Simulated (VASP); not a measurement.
# TaN (P6_3mc) in VASP: a series of runs

The runs below take TaN through single point, with PBEsol.

Program: VASP 6.6.1. These are calculated values, not measurements. Logs are shortened: lines on timing, memory, paths and dates and some standing lists are left out, and cuts for length are marked.

## 1. The cell of the first run

The structure is hexagonal, space group P6_3mc (No. 186). The conventional cell has a = 2.959 Å, b = 2.959 Å, c = 5.014 Å, α = 90.00°, β = 90.00°, γ = 120.00°. Within 2.4 Å of Ta (site symmetry 3m) lie 4 N at 1.80 to 1.93 Å. Within 2.4 Å of N (site symmetry 3m) lie 4 Ta at 1.80 to 1.93 Å.

## 2. Single point, PBEsol (strain -0.030 along x and y, +0.015 along z)

INCAR reads:

```
SYSTEM = TaN
PREC     = Accurate       ! precision mode
ENCUT    = 520            ! plane-wave cutoff, eV
EDIFF    = 1E-6           ! SCF threshold, eV
ISMEAR   = 0              ! smearing method
SIGMA    = 0.15           ! smearing width, eV
LREAL    = .False.        ! projectors in reciprocal space
LASPH    = .True.         ! aspherical terms in the spheres
NELM     = 100            ! most SCF steps
ALGO     = Normal         ! electronic algorithm
ISIF     = 2              ! what is computed and relaxed
LWAVE    = .False.        ! write WAVECAR
LCHARG   = .False.        ! write CHGCAR
GGA      = PS             ! functional
NBANDS   = 24             ! bands
```

KPOINTS reads:

```
Automatic mesh
0
Gamma
  18 18 10
  0 0 0
```

POSCAR reads:

```
TaN
1.0
    2.9585010578      0.0000000000      0.0000000000
   -1.4792505289      2.5621370732      0.0000000000
    0.0000000000      0.0000000000      5.0141000000
Ta N
2 2
Direct
    0.3333333333      0.6666666667      0.0000000000
    0.6666666667      0.3333333333      0.5000000000
    0.3333333333      0.6666666667      0.3850000000
    0.6666666667      0.3333333333      0.8850000000
```

Potentials or basis: VASP PAW PBE potentials, release 64 (Ta_pv, N).

On the command line:

```
> cat potpaw_PBE.64/Ta_pv/POTCAR potpaw_PBE.64/N/POTCAR > POTCAR
> mpirun -np 1 vasp_std > vasp.out
```

OUTCAR:

```text
SYSTEM = TaN
   PREC = Accurate
   ENCUT = 520
   EDIFF = 1E-6
   ISMEAR = 0
   LREAL = .False.
   LASPH = .True.
   NELM = 100
   ISIF = 2
   GGA = PS

 ion  position               nearest neighbor table
   1  0.333  0.667  0.000-   4 1.80   4 1.80   4 1.80   3 1.93   2 3.03   2 3.03   2 3.03   2 3.03
                             2 3.03   2 3.03
   2  0.667  0.333  0.500-   3 1.80   3 1.80   3 1.80   4 1.93   1 3.03   1 3.03   1 3.03   1 3.03
                             1 3.03   1 3.03
   3  0.333  0.667  0.385-   2 1.80   2 1.80   2 1.80   1 1.93
   4  0.667  0.333  0.885-   1 1.80   1 1.80   1 1.80   2 1.93

  LATTYP: Found a hexagonal cell.
 ALAT       =     2.9585010578
 C/A-ratio  =     1.6948109539

  Lattice vectors:

 A1 = (   2.9585010578,   0.0000000000,   0.0000000000)
 A2 = (  -1.4792505289,   2.5621370732,   0.0000000000)
 A3 = (   0.0000000000,   0.0000000000,   5.0141000000)

Analysis of symmetry for initial positions (statically):
=====================================================================
 Subroutine PRICEL returns:
 Original cell was already a primitive cell.

 Routine SETGRP: Setting up the symmetry group for a
 hexagonal supercell.

 Subroutine GETGRP returns: Found 12 space group operations
 (whereof  6 operations were pure point group operations)
 out of a pool of 24 trial point group operations.

The static configuration has the point symmetry C_3v.
 The point group associated with its full space group is C_6v.

Analysis of symmetry for dynamics (positions and initial velocities):
=====================================================================
 Subroutine PRICEL returns:
 Original cell was already a primitive cell.

 Routine SETGRP: Setting up the symmetry group for a
 hexagonal supercell.

 Subroutine GETGRP returns: Found 12 space group operations
 (whereof  6 operations were pure point group operations)
 out of a pool of 24 trial point group operations.

The dynamic configuration has the point symmetry C_3v.
 The point group associated with its full space group is C_6v.

 Subroutine INISYM returns: Found 12 space group operations
 (whereof  6 operations are pure point group operations),
 and found     1 'primitive' translations

----------------------------------------------------------------------------------------

                                     Primitive cell

  volume of cell :      38.0073

  direct lattice vectors                    reciprocal lattice vectors
     2.958501058  0.000000000  0.000000000     0.338009005  0.195149590  0.000000000
    -1.479250529  2.562137073  0.000000000     0.000000000  0.390299181  0.000000000
     0.000000000  0.000000000  5.014100000     0.000000000  0.000000000  0.199437586

  length of vectors
     2.958501058  2.958501058  5.014100000     0.390299181  0.390299181  0.199437586

  position of ions in fractional coordinates (direct lattice)
     0.333333333  0.666666667  0.000000000
     0.666666667  0.333333333  0.500000000
     0.333333333  0.666666667  0.385000000
     0.666666667  0.333333333  0.885000000

  ion indices of the primitive-cell ions
   primitive index   ion index
                 1           1
                 2           2
                 3           3
                 4           4

----------------------------------------------------------------------------------------

 KPOINTS: Automatic mesh

Automatic generation of k-mesh.
 Grid dimensions read from file:
 generate k-points for:   18   18   10

 Generating k-lattice:

  Cartesian coordinates                     Fractional coordinates (reciprocal lattice)
     0.018778278  0.010841644  0.000000000     0.055555556 -0.000000000  0.000000000
     0.000000000  0.021683288  0.000000000     0.000000000  0.055555556  0.000000000
     0.000000000  0.000000000  0.019943759     0.000000000  0.000000000  0.100000000

  Length of vectors
     0.021683288  0.021683288  0.019943759

  Shift w.r.t. Gamma in fractional coordinates (k-lattice)
     0.000000000  0.000000000  0.000000000

 Subroutine IBZKPT returns following result:
 ===========================================

 Found    222 irreducible k-points:

 Following reciprocal coordinates:
            Coordinates               Weight
  0.000000  0.000000  0.000000      1.000000
  0.055556  0.000000  0.000000      6.000000
  0.111111  0.000000  0.000000      6.000000
  0.166667  0.000000  0.000000      6.000000
  0.222222  0.000000  0.000000      6.000000
  0.277778  0.000000  0.000000      6.000000
[... 16 lines left out ...]
  0.333333  0.111111  0.000000     12.000000
  0.388889  0.111111  0.000000     12.000000
 [... further k-points ...]
   k-points           NKPTS =    222   k-points in BZ     NKDIM =    222   number of bands    NBANDS=     24
   number of dos      NEDOS =    301   number of ions     NIONS =      4
   total plane-waves  NPLWV =  23040
   dimension x,y,z NGX =    24 NGY =   24 NGZ =   40
   dimension x,y,z NGXF=    48 NGYF=   48 NGZF=   80
   ions per type =               2   2
   NGX,Y,Z   is equivalent  to a cutoff of  13.49, 13.49, 13.26 a.u.
   NGXF,Y,Z  is equivalent  to a cutoff of  26.97, 26.97, 26.52 a.u.
 SYSTEM =  TaN
   PREC   = accura    normal or accurate (medium, high low for compatibility)
   ISTART =      0    job   : 0-new  1-cont  2-samecut
   ICHARG =      2    charge: 1-file 2-atom 10-const
   ISPIN  =      1    spin polarized calculation?
   LNONCOLLINEAR =      F non collinear calculations
   LSORBIT =      F    spin-orbit coupling
   LASPH  =      T    aspherical Exc in radial PAW
   ENCUT  =  520.0 eV  38.22 Ry    6.18 a.u.   5.50  5.50  9.32*2*pi/ulx,y,z
   NELM   =    100;   NELMIN=  2; NELMDL= -5     # of ELM steps
   EDIFF  = 0.1E-05   stopping-criterion for ELM
   LREAL  =      F    real-space projection
   EDIFFG = 0.1E-04   stopping-criterion for IOM
   NSW    =      0    number of steps for IOM
   IBRION =     -1    ionic relax: 0-MD 1-quasi-New 2-CG
   NFREE  =      0    steps in history (QN), initial steepest desc. (CG)
   ISIF   =      2    stress and relaxation
   ISYM   =      2    0-nonsym 1-usesym 2-fastsym
   POTIM  = 0.5000    time-step for ionic-motion
   TEBEG  =    0.0;   TEEND  =   0.0 temperature during run
   PSTRESS=    0.0 pullay stress
   NELECT =      32.0000    total number of electrons
   NUPDOWN=      -1.0000    fix difference up-down
   EMIN   =  10.00;   EMAX   =-10.00  energy-range for DOS
   EFERMI =   0.00;   METHOD = LEGACY
   ISMEAR =     0;   SIGMA  =   0.15  broadening in eV -4-tet -1-fermi 0-gaus
   EFERMI_NEDOS =   21; number of points for ismear=-14 and -15
   IALGO  =     38    algorithm
   IMIX   =      4    mixing-type and parameters
     AMIX     =   0.40;   BMIX     =  1.00
     AMIX_MAG =   1.60;   BMIX_MAG =  1.00
  volume/ion in A,a.u.               =       9.50        64.12
  Fermi-wavevector in a.u.,A,eV,Ry     =   1.545856  2.921245 32.513459  2.389672
  Thomas-Fermi vector in A             =   2.651175
   LORBIT       =      0    0 simple, 1 ext, 2 COOP (PROOUT), +10 PAW based schemes
   GGA     = PS    functional components
   LHFCALC =     F    Hartree Fock is set to
   AEXX    =    0.0000 exact exchange contribution
   IVDW    =     0    specifies the selected vdW correction
   LEPSILON=     F    determine dielectric tensor
   LRPA    =     F    only Hartree local field effects (RPA)
 non-spin polarized calculation
 Gauss-broadening in eV      SIGMA  =   0.15
  energy-cutoff  :      520.00
  volume of cell :       38.01
 maximum number of plane-waves:      1051
 NGX is ok and might be reduce to    24
   NGX = 11   NGY = 11   NGZ = 19

 number of electron      32.0000002 magnetization

 Free energy of the ion-electron system (eV)
  ---------------------------------------------------
  ext. energy  EPLUGINS =         0.00000000
  ---------------------------------------------------
  free energy    TOTEN  =       -38.85906141 eV

  energy without entropy =      -38.84368697  energy(sigma->0) =      -38.85137419

 E-fermi :  10.0821     XC(G=0): -13.9518

 val. band max:       10.0736464172   @ k =   0.3333   0.0000   0.2000
 cond. band min:      10.0930375696   @ k =   0.0556   0.0556   0.3000
 fundamental gap:      0.0193911524
 Fermi energy:        10.0821414492

 k-point     1 :       0.0000    0.0000    0.0000
  band No.  band energies     occupation
      1     -25.9483      2.00000
      2     -24.7531      2.00000
      3     -24.7531      2.00000
      4     -24.5737      2.00000
      5     -24.5737      2.00000
      6     -24.4922      2.00000
[... 16 lines left out ...]
     23      17.1208      0.00000
     24      17.1208      0.00000

 k-point     2 :       0.0556    0.0000    0.0000
  band No.  band energies     occupation
      1     -25.9355      2.00000
      2     -24.7982      2.00000
      3     -24.7653      2.00000
      4     -24.6256      2.00000
      5     -24.5816      2.00000
      6     -24.4953      2.00000
[... 16 lines left out ...]
     23      17.1479      0.00000
     24      17.2289      0.00000

 k-point     3 :       0.1111    0.0000    0.0000
  band No.  band energies     occupation
      1     -25.8989      2.00000
      2     -24.9257      2.00000
      3     -24.7999      2.00000
      4     -24.7694      2.00000
      5     -24.6046      2.00000
      6     -24.5070      2.00000
[... 16 lines left out ...]
     23      17.2274      0.00000
     24      17.6663      0.00000

 k-point     4 :       0.1667    0.0000    0.0000
  band No.  band energies     occupation
      1     -25.8443      2.00000
      2     -25.1128      2.00000
      3     -24.9788      2.00000
      4     -24.8518      2.00000
      5     -24.6402      2.00000
      6     -24.5286      2.00000
[... 16 lines left out ...]
     23      17.3302      0.00000
     24      18.5911      0.00000

 k-point     5 :       0.2222    0.0000    0.0000
  band No.  band energies     occupation
      1     -25.7893      2.00000
      2     -25.3233      2.00000
      3     -25.2168      2.00000
      4     -24.9138      2.00000
      5     -24.6843      2.00000
      6     -24.5605      2.00000
[... 16 lines left out ...]
     23      17.7458      0.00000
     24      19.4819      0.00000

 k-point     6 :       0.2778    0.0000    0.0000
  band No.  band energies     occupation
      1     -25.7942      2.00000
      2     -25.5142      2.00000
      3     -25.4084      2.00000
      4     -24.9782      2.00000
      5     -24.7315      2.00000
      6     -24.6031      2.00000
[... 16 lines left out ...]
     23      17.9211      0.00000
     24      19.1619      0.00000
[... 379 lines left out ...]
 k-point    21 :       0.2222    0.1111    0.0000
  band No.  band energies     occupation
      1     -25.7880      2.00000
      2     -25.5513      2.00000
      3     -25.4099      2.00000
      4     -25.0329      2.00000
      5     -24.8045      2.00000
      6     -24.6178      2.00000
[... 16 lines left out ...]
     23      17.9080      0.00000
     24      19.2608      0.00000

 k-point    22 :       0.2778    0.1111    0.0000
  band No.  band energies     occupation
      1     -25.9029      2.00000
      2     -25.7317      2.00000
      3     -25.3886      2.00000
      4     -25.1110      2.00000
      5     -24.8612      2.00000
      6     -24.6709      2.00000
[... 16 lines left out ...]
     23      17.6839      0.00000
     24      19.3440      0.00000

 k-point    23 :       0.3333    0.1111    0.0000
  band No.  band energies     occupation
      1     -26.0354      2.00000
      2     -25.8705      2.00000
      3     -25.3201      2.00000
      4     -25.1693      2.00000
      5     -24.9070      2.00000
      6     -24.7300      2.00000
[... 16 lines left out ...]
     23      17.2135      0.00000
     24      18.7499      0.00000

 k-point    24 :       0.3889    0.1111    0.0000
  band No.  band energies     occupation
      1     -26.1283      2.00000
      2     -25.9584      2.00000
      3     -25.2715      2.00000
      4     -25.1879      2.00000
      5     -24.9369      2.00000
      6     -24.7833      2.00000
[... 16 lines left out ...]
     23      16.6810      0.00000
     24      18.2116      0.00000

 [... further k-points ...]

------------------------ aborting loop because EDIFF is reached ----------------------------------------

  FORCE on cell =-STRESS in cart. coord.  units (eV):
  Direction    XX          YY          ZZ          XY          YZ          ZX
  --------------------------------------------------------------------------------------
  -------------------------------------------------------------------------------------
  Total       44.8988432     44.8988432     30.7417757      0.0000000     -0.0000000      0.0000000
  in kB     1892.6863652   1892.6863652   1295.9028687      0.0000000     -0.0000000      0.0000000
  external PRESSURE =    1693.7585330 kB  Pullay stress =       0.0000000 kB

 VOLUME and BASIS-vectors are now :
 -----------------------------------------------------------------------------
  energy-cutoff  :      520.00
  volume of cell :       38.01
      direct lattice vectors                 reciprocal lattice vectors
     2.958501058  0.000000000  0.000000000     0.338009005  0.195149590  0.000000000
    -1.479250529  2.562137073  0.000000000     0.000000000  0.390299181  0.000000000
     0.000000000  0.000000000  5.014100000     0.000000000  0.000000000  0.199437586

 POSITION                                       TOTAL-FORCE (eV/Angst)
 -----------------------------------------------------------------------------------
     -0.00000      1.70809      0.00000         0.000000     -0.000000      5.053471
      1.47925      0.85405      2.50705        -0.000000      0.000000      5.053471
     -0.00000      1.70809      1.93043        -0.000000      0.000000     -5.053471
      1.47925      0.85405      4.43748        -0.000000      0.000000     -5.053471
 -----------------------------------------------------------------------------------
    total drift:                               -0.000000     -0.000000      0.001852

  FREE ENERGIE OF THE ION-ELECTRON SYSTEM (eV)
  ---------------------------------------------------
  free  energy   TOTEN  =       -38.8590614112 eV

  energy  without entropy=      -38.8436869726  energy(sigma->0) =      -38.85137419
```

It took 2 min on 1 thread of AMD EPYC 9R45 (Zen 5), shared host; peak memory 0.26 GiB.

Results:

| Property | Result |
| --- | --- |
| Free energy | -38.8591 eV |
| Pressure | 169.4 GPa |
| Largest force | 5.053 eV/Å |
| Band gap on the k mesh | zero (bands 16 and 17 overlap by 3.09 eV) |

Forces in eV/Å, atoms in the order of the input:
```
Ta   0.000  0.000  5.053
Ta   0.000  0.000  5.053
N    0.000  0.000 -5.053
N    0.000  0.000 -5.053
```

Stress tensor (GPa, compression positive):
```
189.27   0.00   0.00
  0.00 189.27   0.00
  0.00   0.00 129.59
```

Levels at points of the mesh, in eV from the Fermi level:
| k point | band 12 | band 13 | band 14 | band 15 | band 16 | band 17 | band 18 | band 19 | band 20 | band 21 |
| --- | --- | --- | --- | --- | --- | --- | --- | --- | --- | --- |
| (0.00, 0.00, 0.00) | -8.22 | -8.22 | -7.90 | -0.58 | -0.58 | -0.20 | 2.62 | 2.86 | 2.86 | 4.74 |
| (0.50, 0.00, 0.00) | -6.64 | -6.05 | -5.22 | -2.35 | -1.19 | 0.75 | 1.90 | 2.17 | 4.09 | 4.59 |
| (0.00, 0.00, 0.50) | -8.75 | -8.75 | -8.75 | 1.31 | 1.31 | 1.31 | 1.31 | 2.09 | 2.09 | 6.67 |
| (0.50, 0.00, 0.50) | -6.54 | -6.41 | -6.41 | -0.56 | -0.56 | 2.37 | 2.37 | 2.64 | 2.64 | 4.92 |

Caveat: the cell differs from its parent crystal (strain -0.030 along x and y, +0.015 along z); the stress differs along the axes, from 130 to 189 GPa; the PAW data sets were made with another functional, which shifts forces and pressure a little; spin-orbit coupling is left out, which moves the levels of the heavy elements.

## 3. Single point, PBEsol (strain -0.030 along x and y, +0.030 along z)

INCAR reads:

```
  ALGO = Normal
  EDIFF = 1E-6
  ENCUT = 520
  GGA = PS
  ISIF = 2
  ISMEAR = 0
  LASPH = T
  LCHARG = F
  LREAL = F
  LWAVE = F
  NBANDS = 24
  NELM = 60
  PREC = Accurate
  SIGMA = 0.15
```

KPOINTS reads:

```
k-points
0
Gamma
  18 18 10
```

Edit POSCAR of step 2 so:

```diff
@@ -4,3 +4,3 @@
    -1.4792505289      2.5621370732      0.0000000000
-    0.0000000000      0.0000000000      5.0141000000
+    0.0000000000      0.0000000000      5.0882000000
 Ta N
```

Potentials or basis: VASP PAW PBE potentials, release 64 (Ta_pv, N).

On the command line:

```
> cat potpaw_PBE.64/Ta_pv/POTCAR potpaw_PBE.64/N/POTCAR > POTCAR
> mpirun -np 1 vasp_std > vasp.out
```

It took 1.9 min on 1 thread of AMD EPYC 9R45 (Zen 5), shared host; peak memory 0.27 GiB.

It converged, with:

- Free energy: -39.2895 eV
- Pressure: 158.9 GPa
- Largest force: 5.627 eV/Å
- Band gap on the k mesh: zero (bands 16 and 17 overlap by 3.06 eV)

Forces in eV/Å, atoms in the order of the input:
```
Ta   0.000  0.000  5.627
Ta   0.000  0.000  5.627
N    0.000  0.000 -5.627
N    0.000  0.000 -5.627
```

Stress tensor (GPa, compression positive):
```
180.50   0.00   0.00
  0.00 180.50   0.00
  0.00   0.00 115.67
```

Levels at points of the mesh, in eV from the Fermi level:
| k point | band 12 | band 13 | band 14 | band 15 | band 16 | band 17 | band 18 | band 19 | band 20 | band 21 |
| --- | --- | --- | --- | --- | --- | --- | --- | --- | --- | --- |
| (0.00, 0.00, 0.00) | -8.15 | -8.15 | -7.98 | -0.44 | -0.44 | -0.22 | 2.68 | 2.83 | 2.83 | 4.78 |
| (0.50, 0.00, 0.00) | -6.60 | -5.99 | -5.21 | -2.29 | -1.19 | 0.80 | 2.00 | 2.12 | 4.04 | 4.58 |
| (0.00, 0.00, 0.50) | -8.64 | -8.64 | -8.64 | 1.33 | 1.33 | 1.33 | 1.33 | 2.09 | 2.09 | 6.48 |
| (0.50, 0.00, 0.50) | -6.45 | -6.33 | -6.33 | -0.61 | -0.61 | 2.36 | 2.36 | 2.68 | 2.68 | 4.73 |

Caveat: the cell differs from its parent crystal (strain -0.030 along x and y, +0.030 along z); the stress differs along the axes, from 116 to 181 GPa; the PAW data sets were made with another functional, which shifts forces and pressure a little; spin-orbit coupling is left out, which moves the levels of the heavy elements.

(Part 1 of 2 ends here.)
